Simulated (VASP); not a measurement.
# TaN in VASP: notebook

Runs on TaN. Level: LDA. Tasks: single point.

Everything below comes from runs of VASP 6.6.1. Logs are shortened: lines on timing, memory, paths and dates and some standing lists are left out, and cuts for length are marked.

**1. The cell of the first run**

Symmetry: P-6m2, No. 187, hexagonal system. The conventional cell has a = 2.996 Å, b = 2.996 Å, c = 2.940 Å, α = 90.00°, β = 90.00°, γ = 120.00°. Ta (site symmetry -6m2) has 6 N at 2.27 Å and 8 Ta at 2.94 to 3.00 Å within 3.0 Å. Within 3.0 Å of N (site symmetry -6m2) lie 6 Ta at 2.27 Å and 8 N at 2.94 to 3.00 Å.

**2. Single point, LDA (volume scaled by 1.06)**

INCAR reads:

```
SYSTEM = TaN
PREC     = Accurate       ! precision mode
ENCUT    = 520            ! plane-wave cutoff, eV
EDIFF    = 1E-6           ! SCF threshold, eV
ISMEAR   = -1             ! smearing method
SIGMA    = 0.02           ! smearing width, eV
LREAL    = .False.        ! projectors in reciprocal space
LASPH    = .True.         ! aspherical terms in the spheres
NELM     = 100            ! most SCF steps
ALGO     = Normal         ! electronic algorithm
ISIF     = 2              ! what is computed and relaxed
LWAVE    = .False.        ! write WAVECAR
LCHARG   = .True.         ! write CHGCAR
GGA      = CA             ! functional
LELF     = .True.         ! ELF
LVHAR    = .True.       
NBANDS   = 15             ! bands
```

KPOINTS reads:

```
Automatic mesh
0
Gamma
  12 12 10
  0 0 0
```

POSCAR reads:

```
TaN
1.0
    2.9956213083      0.0000000000      0.0000000000
   -1.4978106541      2.5942841531      0.0000000000
    0.0000000000      0.0000000000      2.9395437670
Ta N
1 1
Direct
    0.3333333333      0.6666666667      0.5000000000
    0.0000000000      0.0000000000      0.0000000000
```

Potentials or basis: VASP PAW LDA potentials, release 64 (Ta_pv, N).

Command:

```bash
$ cat potpaw_LDA.64/Ta_pv/POTCAR potpaw_LDA.64/N/POTCAR > POTCAR
$ mpirun -np 1 vasp_std > vasp.out
```

OUTCAR:

```text
SYSTEM = TaN
   PREC = Accurate
   ENCUT = 520
   EDIFF = 1E-6
   ISMEAR = -1
   LREAL = .False.
   LASPH = .True.
   NELM = 100
   ISIF = 2
   GGA = CA

 ion  position               nearest neighbor table
   1  0.333  0.667  0.500-   2 2.27   2 2.27   2 2.27   2 2.27   2 2.27   2 2.27
   2  0.000  0.000  0.000-   1 2.27   1 2.27   1 2.27   1 2.27   1 2.27   1 2.27

  LATTYP: Found a hexagonal cell.
 ALAT       =     2.9956213083
 C/A-ratio  =     0.9812801634

  Lattice vectors:

 A1 = (   2.9956213083,   0.0000000000,   0.0000000000)
 A2 = (  -1.4978106541,   2.5942841531,   0.0000000000)
 A3 = (   0.0000000000,   0.0000000000,   2.9395437670)

Analysis of symmetry for initial positions (statically):
=====================================================================
 Subroutine PRICEL returns:
 Original cell was already a primitive cell.

 Routine SETGRP: Setting up the symmetry group for a
 hexagonal supercell.

 Subroutine GETGRP returns: Found 12 space group operations
 (whereof 12 operations were pure point group operations)
 out of a pool of 24 trial point group operations.

The static configuration has the point symmetry D_3h.

Analysis of symmetry for dynamics (positions and initial velocities):
=====================================================================
 Subroutine PRICEL returns:
 Original cell was already a primitive cell.

 Routine SETGRP: Setting up the symmetry group for a
 hexagonal supercell.

 Subroutine GETGRP returns: Found 12 space group operations
 (whereof 12 operations were pure point group operations)
 out of a pool of 24 trial point group operations.

The dynamic configuration has the point symmetry D_3h.

 Subroutine INISYM returns: Found 12 space group operations
 (whereof 12 operations are pure point group operations),
 and found     1 'primitive' translations

----------------------------------------------------------------------------------------

                                     Primitive cell

  volume of cell :      22.8446

  direct lattice vectors                    reciprocal lattice vectors
     2.995621308  0.000000000  0.000000000     0.333820566  0.192731394  0.000000000
    -1.497810654  2.594284153  0.000000000     0.000000000  0.385462787  0.000000000
     0.000000000  0.000000000  2.939543767     0.000000000  0.000000000  0.340188845

  length of vectors
     2.995621308  2.995621308  2.939543767     0.385462787  0.385462787  0.340188845

  position of ions in fractional coordinates (direct lattice)
     0.333333333  0.666666667  0.500000000
     0.000000000  0.000000000  0.000000000

  ion indices of the primitive-cell ions
   primitive index   ion index
                 1           1
                 2           2

----------------------------------------------------------------------------------------

 KPOINTS: Automatic mesh

Automatic generation of k-mesh.
 Grid dimensions read from file:
 generate k-points for:   12   12   10

 Generating k-lattice:

  Cartesian coordinates                     Fractional coordinates (reciprocal lattice)
     0.027818380  0.016060949  0.000000000     0.083333333 -0.000000000  0.000000000
     0.000000000  0.032121899  0.000000000     0.000000000  0.083333333  0.000000000
     0.000000000  0.000000000  0.034018885     0.000000000  0.000000000  0.100000000

  Length of vectors
     0.032121899  0.032121899  0.034018885

  Shift w.r.t. Gamma in fractional coordinates (k-lattice)
     0.000000000  0.000000000  0.000000000

 Subroutine IBZKPT returns following result:
 ===========================================

 Found    114 irreducible k-points:

 Following reciprocal coordinates:
            Coordinates               Weight
  0.000000  0.000000  0.000000      1.000000
  0.083333  0.000000  0.000000      6.000000
  0.166667  0.000000  0.000000      6.000000
  0.250000 -0.000000  0.000000      6.000000
  0.333333  0.000000  0.000000      6.000000
  0.416667 -0.000000  0.000000      6.000000
[... 16 lines left out ...]
  0.250000 -0.000000  0.100000     12.000000
  0.333333  0.000000  0.100000     12.000000
 [... further k-points ...]
   k-points           NKPTS =    114   k-points in BZ     NKDIM =    114   number of bands    NBANDS=     15
   number of dos      NEDOS =    301   number of ions     NIONS =      2
   total plane-waves  NPLWV =  13824
   dimension x,y,z NGX =    24 NGY =   24 NGZ =   24
   dimension x,y,z NGXF=    48 NGYF=   48 NGZF=   48
   ions per type =               1   1
   NGX,Y,Z   is equivalent  to a cutoff of  13.32, 13.32, 13.57 a.u.
   NGXF,Y,Z  is equivalent  to a cutoff of  26.64, 26.64, 27.15 a.u.
 SYSTEM =  TaN
   PREC   = accura    normal or accurate (medium, high low for compatibility)
   ISTART =      0    job   : 0-new  1-cont  2-samecut
   ICHARG =      2    charge: 1-file 2-atom 10-const
   ISPIN  =      1    spin polarized calculation?
   LNONCOLLINEAR =      F non collinear calculations
   LSORBIT =      F    spin-orbit coupling
   LASPH  =      T    aspherical Exc in radial PAW
   ENCUT  =  520.0 eV  38.22 Ry    6.18 a.u.   5.57  5.57  5.47*2*pi/ulx,y,z
   NELM   =    100;   NELMIN=  2; NELMDL= -5     # of ELM steps
   EDIFF  = 0.1E-05   stopping-criterion for ELM
   LREAL  =      F    real-space projection
[... 7 lines left out ...]
   TEBEG  =    0.0;   TEEND  =   0.0 temperature during run
   PSTRESS=    0.0 pullay stress
   NELECT =      16.0000    total number of electrons
   NUPDOWN=      -1.0000    fix difference up-down
   EMIN   =  10.00;   EMAX   =-10.00  energy-range for DOS
   EFERMI =   0.00;   METHOD = LEGACY
   ISMEAR =    -1;   SIGMA  =   0.02  broadening in eV -4-tet -1-fermi 0-gaus
   EFERMI_NEDOS =   21; number of points for ismear=-14 and -15
   IALGO  =     38    algorithm
   IMIX   =      4    mixing-type and parameters
     AMIX     =   0.40;   BMIX     =  1.00
     AMIX_MAG =   1.60;   BMIX_MAG =  1.00
  volume/ion in A,a.u.               =      11.42        77.08
  Fermi-wavevector in a.u.,A,eV,Ry     =   1.453851  2.747381 28.758417  2.113684
  Thomas-Fermi vector in A             =   2.571070
   LORBIT       =      0    0 simple, 1 ext, 2 COOP (PROOUT), +10 PAW based schemes
   GGA     = CA    functional components
   LHFCALC =     F    Hartree Fock is set to
   AEXX    =    0.0000 exact exchange contribution
   IVDW    =     0    specifies the selected vdW correction
   LEPSILON=     F    determine dielectric tensor
   LRPA    =     F    only Hartree local field effects (RPA)
 non-spin polarized calculation
  energy-cutoff  :      520.00
  volume of cell :       22.84
 maximum number of plane-waves:       634
 NGX is ok and might be reduce to    24
   NGX = 11   NGY = 11   NGZ = 11

 number of electron      16.0000000 magnetization

 Free energy of the ion-electron system (eV)
  ---------------------------------------------------
  ext. energy  EPLUGINS =         0.00000000
  ---------------------------------------------------
  free energy    TOTEN  =       -24.54916706 eV

  energy without entropy =      -24.54906363  energy(sigma->0) =      -24.54911534

 E-fermi :   7.5778     XC(G=0): -13.2720

 val. band max:        7.4694897903   @ k =   0.0000   0.0000   0.4000
 cond. band min:       7.6179552760   @ k =   0.0833   0.0000   0.5000
 fundamental gap:      0.1484654857
 Fermi energy:         7.5778070197

 k-point     1 :       0.0000    0.0000    0.0000
  band No.  band energies     occupation
      1     -27.3035      2.00000
      2     -27.0626      2.00000
      3     -27.0626      2.00000
      4      -9.6022      2.00000
      5       3.2029      2.00000
      6       3.2029      2.00000
      7       3.5592      2.00000
      8       4.6966      2.00000
      9       9.4249      0.00000
     10      10.8135      0.00000
     11      10.8135      0.00000
     12      11.0982      0.00000
     13      11.0982      0.00000
     14      19.6670      0.00000
     15      20.2697      0.00000

 k-point     2 :       0.0833    0.0000    0.0000
  band No.  band energies     occupation
      1     -27.2957      2.00000
      2     -27.1239      2.00000
      3     -27.0759      2.00000
      4      -9.4708      2.00000
      5       2.7903      2.00000
      6       3.3028      2.00000
      7       3.7466      2.00000
      8       4.5050      2.00000
      9       9.8881      0.00000
     10      10.5657      0.00000
     11      10.8349      0.00000
     12      11.0321      0.00000
     13      11.2803      0.00000
     14      19.6680      0.00000
     15      20.2342      0.00000

 k-point     3 :       0.1667    0.0000    0.0000
  band No.  band energies     occupation
      1     -27.2880      2.00000
      2     -27.2745      2.00000
      3     -27.1121      2.00000
      4      -9.1069      2.00000
      5       1.9256      2.00000
      6       3.5684      2.00000
      7       4.0374      2.00000
      8       4.1705      2.00000
      9       9.8564      0.00000
     10      10.8567      0.00000
     11      10.9367      0.00000
     12      11.1169      0.00000
     13      11.6869      0.00000
     14      19.6707      0.00000
     15      20.1768      0.00000
[... 343 lines left out ...]
 k-point    23 :       0.2500   -0.0000    0.1000
  band No.  band energies     occupation
      1     -27.4964      2.00000
      2     -27.3163      2.00000
      3     -27.1541      2.00000
      4      -8.4816      2.00000
      5       1.0904      2.00000
      6       2.9771      2.00000
      7       3.8330      2.00000
      8       4.9795      2.00000
      9       9.6313      0.00000
     10       9.9171      0.00000
     11      11.3797      0.00000
     12      11.9578      0.00000
     13      13.1614      0.00000
     14      19.6674      0.00000
     15      20.0005      0.00000

 k-point    24 :       0.3333    0.0000    0.1000
  band No.  band energies     occupation
      1     -27.7033      2.00000
      2     -27.2855      2.00000
      3     -27.2023      2.00000
      4      -7.9903      2.00000
      5       0.3163      2.00000
      6       2.7285      2.00000
      7       4.0298      2.00000
      8       4.9619      2.00000
      9       9.9534      0.00000
     10      10.1971      0.00000
     11      11.6669      0.00000
     12      12.0947      0.00000
     13      14.0442      0.00000
     14      19.6684      0.00000
     15      20.0633      0.00000

 [... further k-points ...]
[... 5 lines left out ...]
  --------------------------------------------------------------------------------------
  -------------------------------------------------------------------------------------
  Total       -3.6979335     -3.6979335     -4.1877507     -0.0000000      0.0000000      0.0000000
  in kB     -259.3494248   -259.3494248   -293.7020792     -0.0000000      0.0000000      0.0000000
  external PRESSURE =    -270.8003096 kB  Pullay stress =       0.0000000 kB

 VOLUME and BASIS-vectors are now :
 -----------------------------------------------------------------------------
  energy-cutoff  :      520.00
  volume of cell :       22.84
      direct lattice vectors                 reciprocal lattice vectors
     2.995621308  0.000000000  0.000000000     0.333820566  0.192731394  0.000000000
    -1.497810654  2.594284153  0.000000000     0.000000000  0.385462787  0.000000000
     0.000000000  0.000000000  2.939543767     0.000000000  0.000000000  0.340188845

 POSITION                                       TOTAL-FORCE (eV/Angst)
 -----------------------------------------------------------------------------------
     -0.00000      1.72952      1.46977         0.000000      0.000000      0.000000
      0.00000      0.00000      0.00000        -0.000000     -0.000000      0.000000
 -----------------------------------------------------------------------------------
    total drift:                                0.000000     -0.000000     -0.000000

  FREE ENERGIE OF THE ION-ELECTRON SYSTEM (eV)
  ---------------------------------------------------
  free  energy   TOTEN  =       -24.5491670560 eV

  energy  without entropy=      -24.5490636266  energy(sigma->0) =      -24.54911534
```

Run time: 26 s. Hardware: 1 thread of Intel Xeon 6975P-C, shared host; peak memory 0.16 GiB.

Results:

```yaml
Free_energy: -24.5492 eV
Pressure: -27.1 GPa
Band_gap_on_the_k_mesh: zero (band 8 reaches 7.85 eV, above the bottom of band 9 at 7.39 eV)
```

Levels at points of the mesh, in eV from the Fermi level:
```
           k point  band 6  band 7  band 8  band 9  band 10  band 11
(0.00, 0.00, 0.00)   -4.37   -4.02   -2.88    1.85     3.24     3.24
(0.50, 0.00, 0.00)   -4.98   -3.32   -3.10    2.63     3.61     4.77
(0.00, 0.00, 0.50)   -3.61   -3.61   -0.19   -0.19     2.18     3.02
(0.50, 0.00, 0.50)   -5.98   -5.44   -0.47    3.70     4.81     5.46
```

Caveat: spin-orbit coupling is left out, which moves the levels of the heavy elements.

(Part 1 of 2 ends here.)
